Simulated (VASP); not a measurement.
# Sn4Se (F-43m) in VASP: notebook

The runs below take Sn4Se through single point, relaxation of cell and atoms, with PBE.

Program: VASP 6.6.1. These are calculated values, not measurements. Logs are shortened: lines on timing, memory, paths and dates and some standing lists are left out, and cuts for length are marked.

### Step 1. The cell of the first run

It takes space group F-43m (No. 216, cubic). The conventional cell has a = 8.647 Å, b = 8.647 Å, c = 8.647 Å, α = 90.00°, β = 90.00°, γ = 90.00°. Within 3.8 Å of Sn (site symmetry 3m) lie 6 Sn at 2.85 to 3.26 Å and 3 Se at 3.57 Å. Se (site symmetry -43m) has 12 Sn at 3.57 Å within 4.7 Å.

The cell was generated, and may not be a known phase.

### Step 2. Single point, PBE

INCAR reads:

```
SYSTEM = Sn4Se
ALGO = Normal
EDIFF = 1E-7
ENCUT = 520
GGA = PE
ISIF = 2
ISMEAR = 0
LASPH = .TRUE.
LCHARG = .FALSE.
LREAL = .FALSE.
LWAVE = .FALSE.
NBANDS = 39
NELM = 80
PREC = Accurate
SIGMA = 0.1
```

KPOINTS reads:

```
k-points
0
G
  4 4 4
  0 0 0
```

POSCAR reads:

```
Sn4Se
1.0
    0.0000000000      4.3236915500      4.3236915500
    4.3236915500      0.0000000000      4.3236915500
    4.3236915500      4.3236915500      0.0000000000
Sn Se
4 1
Direct
    0.1333691700      0.1333691700      0.1333691700
    0.1333691700      0.1333691700      0.5998924800
    0.1333691700      0.5998924800      0.1333691700
    0.5998924800      0.1333691700      0.1333691700
    0.5000000000      0.5000000000      0.5000000000
```

Potentials or basis: VASP PAW PBE potentials, release 64 (Sn_d, Se).

Run with:

```bash
> cat potpaw_PBE.64/Sn_d/POTCAR potpaw_PBE.64/Se/POTCAR > POTCAR
> mpirun -np 1 vasp_std > vasp.out
```

OUTCAR:

```text
SYSTEM = Sn4Se
   EDIFF = 1E-7
   ENCUT = 520
   GGA = PE
   ISIF = 2
   ISMEAR = 0
   LASPH = .TRUE.
   LREAL = .FALSE.
   NELM = 80
   PREC = Accurate

 ion  position               nearest neighbor table
   1  0.133  0.133  0.133-   2 2.85   3 2.85   4 2.85   2 3.26   3 3.26   4 3.26
   2  0.133  0.133  0.600-   1 2.85   3 2.85   4 2.85   1 3.26   3 3.26   4 3.26
   3  0.133  0.600  0.133-   1 2.85   2 2.85   4 2.85   2 3.26   1 3.26   4 3.26
   4  0.600  0.133  0.133-   1 2.85   2 2.85   3 2.85   1 3.26   2 3.26   3 3.26
   5  0.500  0.500  0.500-

  LATTYP: Found a face centered cubic cell.
 ALAT       =     8.6473831000

  Lattice vectors:

 A1 = (   0.0000000000,   4.3236915500,   4.3236915500)
 A2 = (   4.3236915500,   0.0000000000,   4.3236915500)
 A3 = (   4.3236915500,   4.3236915500,   0.0000000000)

Analysis of symmetry for initial positions (statically):
=====================================================================
 Subroutine PRICEL returns:
 Original cell was already a primitive cell.

 Routine SETGRP: Setting up the symmetry group for a
 face centered cubic supercell.

 Subroutine GETGRP returns: Found 24 space group operations
 (whereof 24 operations were pure point group operations)
 out of a pool of 48 trial point group operations.

The static configuration has the point symmetry T_d .

Analysis of symmetry for dynamics (positions and initial velocities):
=====================================================================
 Subroutine PRICEL returns:
 Original cell was already a primitive cell.

 Routine SETGRP: Setting up the symmetry group for a
 face centered cubic supercell.

 Subroutine GETGRP returns: Found 24 space group operations
 (whereof 24 operations were pure point group operations)
 out of a pool of 48 trial point group operations.

The dynamic configuration has the point symmetry T_d .

 Subroutine INISYM returns: Found 24 space group operations
 (whereof 24 operations are pure point group operations),
 and found     1 'primitive' translations

----------------------------------------------------------------------------------------

                                     Primitive cell

  volume of cell :     161.6568

  direct lattice vectors                    reciprocal lattice vectors
     0.000000000  4.323691550  4.323691550    -0.115641922  0.115641922  0.115641922
     4.323691550  0.000000000  4.323691550     0.115641922 -0.115641922  0.115641922
     4.323691550  4.323691550  0.000000000     0.115641922  0.115641922 -0.115641922

  length of vectors
     6.114623230  6.114623230  6.114623230     0.200297684  0.200297684  0.200297684

  position of ions in fractional coordinates (direct lattice)
     0.133369170  0.133369170  0.133369170
     0.133369170  0.133369170  0.599892480
     0.133369170  0.599892480  0.133369170
     0.599892480  0.133369170  0.133369170
     0.500000000  0.500000000  0.500000000

  ion indices of the primitive-cell ions
   primitive index   ion index
                 1           1
                 2           2
                 3           3
                 4           4
                 5           5

----------------------------------------------------------------------------------------

 KPOINTS: k-points

Automatic generation of k-mesh.
 Grid dimensions read from file:
 generate k-points for:    4    4    4

 Generating k-lattice:

  Cartesian coordinates                     Fractional coordinates (reciprocal lattice)
    -0.028910480  0.028910480  0.028910480     0.250000000  0.000000000  0.000000000
     0.028910480 -0.028910480  0.028910480     0.000000000  0.250000000  0.000000000
     0.028910480  0.028910480 -0.028910480     0.000000000  0.000000000  0.250000000

  Length of vectors
     0.050074421  0.050074421  0.050074421

  Shift w.r.t. Gamma in fractional coordinates (k-lattice)
     0.000000000  0.000000000  0.000000000

 Subroutine IBZKPT returns following result:
 ===========================================

 Found      8 irreducible k-points:

 Following reciprocal coordinates:
            Coordinates               Weight
  0.000000  0.000000  0.000000      1.000000
  0.250000  0.000000  0.000000      8.000000
  0.500000  0.000000  0.000000      4.000000
  0.250000  0.250000  0.000000      6.000000
  0.500000  0.250000  0.000000     24.000000
 -0.250000  0.250000  0.000000     12.000000
  0.500000  0.500000  0.000000      3.000000
 -0.250000  0.500000  0.250000      6.000000
   k-points           NKPTS =      8   k-points in BZ     NKDIM =      8   number of bands    NBANDS=     39
   number of dos      NEDOS =    301   number of ions     NIONS =      5
   total plane-waves  NPLWV = 110592
   dimension x,y,z NGX =    48 NGY =   48 NGZ =   48
   dimension x,y,z NGXF=    96 NGYF=   96 NGZF=   96
   ions per type =               4   1
   NGX,Y,Z   is equivalent  to a cutoff of  13.05, 13.05, 13.05 a.u.
   NGXF,Y,Z  is equivalent  to a cutoff of  26.10, 26.10, 26.10 a.u.
 SYSTEM =  Sn4Se
   PREC   = accura    normal or accurate (medium, high low for compatibility)
   ISTART =      0    job   : 0-new  1-cont  2-samecut
   ICHARG =      2    charge: 1-file 2-atom 10-const
   ISPIN  =      1    spin polarized calculation?
   LNONCOLLINEAR =      F non collinear calculations
   LSORBIT =      F    spin-orbit coupling
   LASPH  =      T    aspherical Exc in radial PAW
   ENCUT  =  520.0 eV  38.22 Ry    6.18 a.u.  11.37 11.37 11.37*2*pi/ulx,y,z
   NELM   =     80;   NELMIN=  2; NELMDL= -5     # of ELM steps
   EDIFF  = 0.1E-06   stopping-criterion for ELM
   LREAL  =      F    real-space projection
   EDIFFG = 0.1E-05   stopping-criterion for IOM
   NSW    =      0    number of steps for IOM
   IBRION =     -1    ionic relax: 0-MD 1-quasi-New 2-CG
   NFREE  =      0    steps in history (QN), initial steepest desc. (CG)
   ISIF   =      2    stress and relaxation
   ISYM   =      2    0-nonsym 1-usesym 2-fastsym
   POTIM  = 0.5000    time-step for ionic-motion
   TEBEG  =    0.0;   TEEND  =   0.0 temperature during run
   PSTRESS=    0.0 pullay stress
   NELECT =      62.0000    total number of electrons
   NUPDOWN=      -1.0000    fix difference up-down
   EMIN   =  10.00;   EMAX   =-10.00  energy-range for DOS
   EFERMI =   0.00;   METHOD = LEGACY
   ISMEAR =     0;   SIGMA  =   0.10  broadening in eV -4-tet -1-fermi 0-gaus
   EFERMI_NEDOS =   21; number of points for ismear=-14 and -15
   IALGO  =     38    algorithm
   IMIX   =      4    mixing-type and parameters
     AMIX     =   0.40;   BMIX     =  1.00
     AMIX_MAG =   1.60;   BMIX_MAG =  1.00
  volume/ion in A,a.u.               =      32.33       218.18
  Fermi-wavevector in a.u.,A,eV,Ry     =   1.189435  2.247706 19.248917  1.414755
  Thomas-Fermi vector in A             =   2.325542
   LORBIT       =      0    0 simple, 1 ext, 2 COOP (PROOUT), +10 PAW based schemes
   GGA     = PE    functional components
   LHFCALC =     F    Hartree Fock is set to
   AEXX    =    0.0000 exact exchange contribution
   IVDW    =     0    specifies the selected vdW correction
   LEPSILON=     F    determine dielectric tensor
   LRPA    =     F    only Hartree local field effects (RPA)
 non-spin polarized calculation
 Gauss-broadening in eV      SIGMA  =   0.10
  energy-cutoff  :      520.00
  volume of cell :      161.66
 maximum number of plane-waves:      4379
 NGX is ok and might be reduce to    48
   NGX = 23   NGY = 23   NGZ = 23

 number of electron      61.9999998 magnetization

 Free energy of the ion-electron system (eV)
  ---------------------------------------------------
  ext. energy  EPLUGINS =         0.00000000
  ---------------------------------------------------
  free energy    TOTEN  =       -16.63299564 eV

  energy without entropy =      -16.60901662  energy(sigma->0) =      -16.62100613

 E-fermi :   5.0576     XC(G=0):  -8.9935

 val. band max:        4.8943063634   @ k =  -0.2500   0.5000   0.2500
 cond. band min:       5.0762035504   @ k =   0.5000   0.2500   0.0000
 fundamental gap:      0.1818971871
 Fermi energy:         5.0576323278

 k-point     1 :       0.0000    0.0000    0.0000
  band No.  band energies     occupation
      1     -16.8537      2.00000
      2     -16.7214      2.00000
      3     -16.7214      2.00000
      4     -16.7214      2.00000
      5     -16.7206      2.00000
      6     -16.7206      2.00000
[... 31 lines left out ...]
     38      11.2418      0.00000
     39      11.3705      0.00000

 k-point     2 :       0.2500    0.0000    0.0000
  band No.  band energies     occupation
      1     -16.8261      2.00000
      2     -16.7176      2.00000
      3     -16.7176      2.00000
      4     -16.7093      2.00000
      5     -16.6794      2.00000
      6     -16.6794      2.00000
[... 31 lines left out ...]
     38       9.8802      0.00000
     39      11.4932      0.00000

 k-point     3 :       0.5000    0.0000    0.0000
  band No.  band energies     occupation
      1     -16.8005      2.00000
      2     -16.7143      2.00000
      3     -16.7143      2.00000
      4     -16.6850      2.00000
      5     -16.6245      2.00000
      6     -16.6245      2.00000
[... 31 lines left out ...]
     38       9.3468      0.00000
     39      11.6186      0.00000

 k-point     4 :       0.2500    0.2500    0.0000
  band No.  band energies     occupation
      1     -16.8146      2.00000
      2     -16.7176      2.00000
      3     -16.7092      2.00000
      4     -16.6843      2.00000
      5     -16.6843      2.00000
      6     -16.6763      2.00000
[... 31 lines left out ...]
     38       9.7267      0.00000
     39      10.0972      0.00000

 k-point     5 :       0.5000    0.2500    0.0000
  band No.  band energies     occupation
      1     -16.7818      2.00000
      2     -16.7068      2.00000
      3     -16.6929      2.00000
      4     -16.6768      2.00000
      5     -16.6444      2.00000
      6     -16.6244      2.00000
[... 31 lines left out ...]
     38       9.5293      0.00000
     39       9.9479      0.00000

 k-point     6 :      -0.2500    0.2500    0.0000
  band No.  band energies     occupation
      1     -16.7935      2.00000
      2     -16.7091      2.00000
      3     -16.6973      2.00000
      4     -16.6845      2.00000
      5     -16.6642      2.00000
      6     -16.6343      2.00000
[... 31 lines left out ...]
     38       9.7903      0.00000
     39       9.9019      0.00000

 k-point     7 :       0.5000    0.5000    0.0000
  band No.  band energies     occupation
      1     -16.7712      2.00000
      2     -16.7146      2.00000
      3     -16.6877      2.00000
      4     -16.6374      2.00000
      5     -16.6374      2.00000
      6     -16.6161      2.00000
[... 31 lines left out ...]
     38       7.7599      0.00000
     39      11.2993      0.00000

 k-point     8 :      -0.2500    0.5000    0.2500
  band No.  band energies     occupation
      1     -16.7641      2.00000
      2     -16.6935      2.00000
      3     -16.6912      2.00000
      4     -16.6650      2.00000
      5     -16.6384      2.00000
      6     -16.6261      2.00000
[... 31 lines left out ...]
     38       9.5794      0.00000
     39      10.0081      0.00000

------------------------ aborting loop because EDIFF is reached ----------------------------------------

  FORCE on cell =-STRESS in cart. coord.  units (eV):
  Direction    XX          YY          ZZ          XY          YZ          ZX
  --------------------------------------------------------------------------------------
  -------------------------------------------------------------------------------------
  Total        3.2859281      3.2859281      3.2859281      0.0000000     -0.0000000      0.0000000
  in kB       32.5667582     32.5667582     32.5667582      0.0000000     -0.0000000      0.0000000
  external PRESSURE =      32.5667582 kB  Pullay stress =       0.0000000 kB

 VOLUME and BASIS-vectors are now :
 -----------------------------------------------------------------------------
  energy-cutoff  :      520.00
  volume of cell :      161.66
      direct lattice vectors                 reciprocal lattice vectors
     0.000000000  4.323691550  4.323691550    -0.115641922  0.115641922  0.115641922
     4.323691550  0.000000000  4.323691550     0.115641922 -0.115641922  0.115641922
     4.323691550  4.323691550  0.000000000     0.115641922  0.115641922 -0.115641922

 POSITION                                       TOTAL-FORCE (eV/Angst)
 -----------------------------------------------------------------------------------
      1.15329      1.15329      1.15329        -1.574422     -1.574422     -1.574422
      3.17040      3.17040      1.15329         1.574422      1.574422     -1.574422
      3.17040      1.15329      3.17040         1.574422     -1.574422      1.574422
      1.15329      3.17040      3.17040        -1.574422      1.574422      1.574422
      4.32369      4.32369      4.32369        -0.000000     -0.000000      0.000000
 -----------------------------------------------------------------------------------
    total drift:                                0.000049      0.000049      0.000049

  FREE ENERGIE OF THE ION-ELECTRON SYSTEM (eV)
  ---------------------------------------------------
  free  energy   TOTEN  =       -16.6329956350 eV

  energy  without entropy=      -16.6090166193  energy(sigma->0) =      -16.62100613
```

Wall time 2.3 min (1 thread of Intel Xeon 8259CL, shared host); peak memory 0.33 GiB.

Results:

```yaml
Free_energy: -16.6330 eV
Pressure: 3.3 GPa
Largest_force: 2.727 eV/Å
Band_gap_on_the_k_mesh: zero (bands 31 and 32 overlap by 1.60 eV)
```

Forces in eV/Å, atoms in the order of the input:
```
Sn  -1.574 -1.574 -1.574
Sn   1.574  1.574 -1.574
Sn   1.574 -1.574  1.574
Sn  -1.574  1.574  1.574
Se   0.000  0.000  0.000
```

Caveat: the cell stands under pressure; spin-orbit coupling is left out, which moves the levels of the heavy elements; forces of over 1 eV/Å act on the atoms, so gaps and moduli don't describe the material at rest.

### Step 3. Single point, PBE

This run uses another cell than the first one, of 33.60 Å³/atom.

INCAR reads:

```
PREC     = Accurate       # precision mode
ENCUT    = 520            # plane-wave cutoff, eV
EDIFF    = 1E-7           # SCF threshold, eV
ISMEAR   = 0              # smearing method
SIGMA    = 0.1            # smearing width, eV
LREAL    = F              # projectors in reciprocal space
LASPH    = T              # aspherical terms in the spheres
NELM     = 60             # most SCF steps
ALGO     = Normal         # electronic algorithm
ISIF     = 2              # what is computed and relaxed
LWAVE    = F              # write WAVECAR
LCHARG   = F              # write CHGCAR
GGA      = PE             # functional
NBANDS   = 39             # bands
```

KPOINTS reads:

```
Automatic mesh
0
Gamma
  4 4 4
```

POSCAR reads:

```
Sn4Se
1.0
    0.0000000000      4.3795541075      4.3795541075
    4.3795541075      0.0000000000      4.3795541075
    4.3795541075      4.3795541075      0.0000000000
Sn Se
4 1
Direct
    0.1247926335      0.1247926335      0.1247926335
    0.1247926335      0.1247926335      0.6256220994
    0.1247926335      0.6256220994      0.1247926335
    0.6256220994      0.1247926335      0.1247926335
    0.5000000000      0.5000000000      0.5000000000
```

Potentials or basis: VASP PAW PBE potentials, release 64 (Sn_d, Se).

Run with:

```bash
> cat potpaw_PBE.64/Sn_d/POTCAR potpaw_PBE.64/Se/POTCAR > POTCAR
> mpirun -np 1 vasp_std > vasp.out
```

OUTCAR:

```text
PREC = Accurate
   ENCUT = 520
   EDIFF = 1E-7
   ISMEAR = 0
   LREAL = F
   LASPH = T
   NELM = 60
   ISIF = 2
   GGA = PE

 ion  position               nearest neighbor table
   1  0.125  0.125  0.125-   2 3.09   3 3.09   4 3.09   4 3.10   3 3.10   2 3.10
   2  0.125  0.125  0.626-   1 3.09   3 3.09   4 3.09   3 3.10   4 3.10   1 3.10
   3  0.125  0.626  0.125-   1 3.09   2 3.09   4 3.09   4 3.10   2 3.10   1 3.10
   4  0.626  0.125  0.125-   1 3.09   2 3.09   3 3.09   3 3.10   2 3.10   1 3.10
   5  0.500  0.500  0.500-
[... 521 lines left out ...]
  --------------------------------------------------------------------------------------
  -------------------------------------------------------------------------------------
  Total       -0.2619979     -0.2619979     -0.2619979      0.0000000      0.0000000      0.0000000
  in kB       -2.4985538     -2.4985538     -2.4985538      0.0000000      0.0000000      0.0000000
  external PRESSURE =      -2.4985538 kB  Pullay stress =       0.0000000 kB

 VOLUME and BASIS-vectors are now :
 -----------------------------------------------------------------------------
  energy-cutoff  :      520.00
  volume of cell :      168.00
      direct lattice vectors                 reciprocal lattice vectors
     0.000000000  4.379554107  4.379554107    -0.114166874  0.114166874  0.114166874
     4.379554107  0.000000000  4.379554107     0.114166874 -0.114166874  0.114166874
     4.379554107  4.379554107  0.000000000     0.114166874  0.114166874 -0.114166874

 POSITION                                       TOTAL-FORCE (eV/Angst)
 -----------------------------------------------------------------------------------
      1.09307      1.09307      1.09307         0.015722      0.015722      0.015722
      3.28648      3.28648      1.09307        -0.015722     -0.015722      0.015722
      3.28648      1.09307      3.28648        -0.015722      0.015722     -0.015722
      1.09307      3.28648      3.28648         0.015722     -0.015722     -0.015722
      4.37955      4.37955      4.37955         0.000000      0.000000     -0.000000
 -----------------------------------------------------------------------------------
    total drift:                                0.000001      0.000001      0.000001

  FREE ENERGIE OF THE ION-ELECTRON SYSTEM (eV)
  ---------------------------------------------------
  free  energy   TOTEN  =       -17.3196286238 eV

  energy  without entropy=      -17.2842228773  energy(sigma->0) =      -17.30192575
```

Run time: 1.9 min. Hardware: 1 thread of Intel Xeon 8259CL, shared host; peak memory 0.33 GiB.

Results:

* Free energy: -17.3196 eV
* Pressure: -0.2 GPa
* Largest force: 0.027 eV/Å
* Band gap on the k mesh: zero (bands 31 and 32 overlap by 1.86 eV)

Forces on the atoms (eV/Å):
```
Sn   0.016  0.016  0.016
Sn  -0.016 -0.016  0.016
Sn  -0.016  0.016 -0.016
Sn   0.016 -0.016 -0.016
Se   0.000  0.000  0.000
```

Levels at points of the mesh, in eV from the Fermi level:
```csv
k point,band 27,band 28,band 29,band 30,band 31,band 32,band 33,band 34,band 35,band 36
"(0.00, 0.00, 0.00)",-3.07,-3.07,-3.07,-0.66,-0.66,-0.52,-0.52,-0.52,3.49,6.04
"(0.50, 0.00, 0.00)",-2.86,-2.86,-1.03,-0.25,-0.25,1.30,1.30,1.58,1.91,2.45
"(0.50, 0.50, 0.00)",-1.93,-1.37,-1.37,-0.51,1.19,1.19,1.35,1.55,1.62,1.70
```

Caveat: spin-orbit coupling is left out, which moves the levels of the heavy elements.

(Part 1 of 2 ends here.)

The gap in the log of VASP goes by the Fermi energy; the results here count the filled bands.